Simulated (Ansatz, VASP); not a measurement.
Given: the input of a run of VASP 6.6.1 on BaY.

File INCAR:

```
SYSTEM = BaY
  ALGO = Normal
  EDIFF = 1E-7
  ENCUT = 520
  GGA = PE
  ISIF = 2
  ISMEAR = -1
  LASPH = .True.
  LCHARG = .False.
  LREAL = .False.
  LWAVE = .False.
  NBANDS = 18
  NELM = 80
  PREC = Accurate
  SIGMA = 0.05
```

Contents of KPOINTS:

```
k-points
0
Gamma
  6 6 6
  0 0 0
```

The input POSCAR:

```
BaY
1.0
    4.3391558883      0.0000000000      0.0000000000
    0.0000000000      4.3391558883      0.0000000000
    0.0000000000      0.0000000000      4.5631983197
Ba Y
1 1
Direct
    0.0000000000      0.0000000000      0.0000000000
    0.5000000000      0.5000000000      0.5000000000
```

Potentials or basis: VASP PAW PBE potentials, release 64 (Ba_sv, Y_sv).

Run with:

```bash
$ cat potpaw_PBE.64/Ba_sv/POTCAR potpaw_PBE.64/Y_sv/POTCAR > POTCAR
$ mpirun -np 1 vasp_std > vasp.out
```

**Question.** Set up the same calculation for Ansatz 0.2.0. Potentials there: all-electron LAPW, scalar-relativistic.

**Answer.** As run (the cutoff follows the program's own potentials):

File input.yaml:

```yaml
crystal:
  lattice:
    - [4.3391558883, 0.0, 0.0]
    - [0.0, 4.3391558883, 0.0]
    - [0.0, 0.0, 4.5631983197]
  atoms:
    - { symbol: Ba, position: [0.0, 0.0, 0.0] }
    - { symbol: "Y", position: [0.5, 0.5, 0.5] }
kpoints:
  mp_grid: { grid: [6, 6, 6] }
scf:
  occupations: { method: fermi_dirac, width: 0.05 }
hamiltonian:
  xc: pbe
  pseudopotentials: { kind: all_electron, lapw: { basis_error: 0.0005 } }
output:
  forces: true
  stress: true
  eigenvalues: true
```

Potentials or basis: all-electron LAPW, scalar-relativistic.

The run is started by

```console
$ ansatz run input.yaml --threads 1 --pin off --max-ram 3072MiB --backend cpu --events-out ev --progress --plain --runs-dir out
```

Both were run:

|  | VASP | Ansatz | Ansatz less VASP |
| --- | --- | --- | --- |
| gap on the k mesh at the Fermi level (eV) | none | none | - |
| pressure (GPa) | 0.2 | 0.0 | -0.15 |
| traceless stress, the component that is largest in VASP (GPa) | -0.21 | -0.24 | -0.026 |

A gap of «none» marks a metal or a gap that the smearing closes. Ansatz ran all-electron here, and VASP with PAW potentials.

Spin-orbit coupling is off throughout.
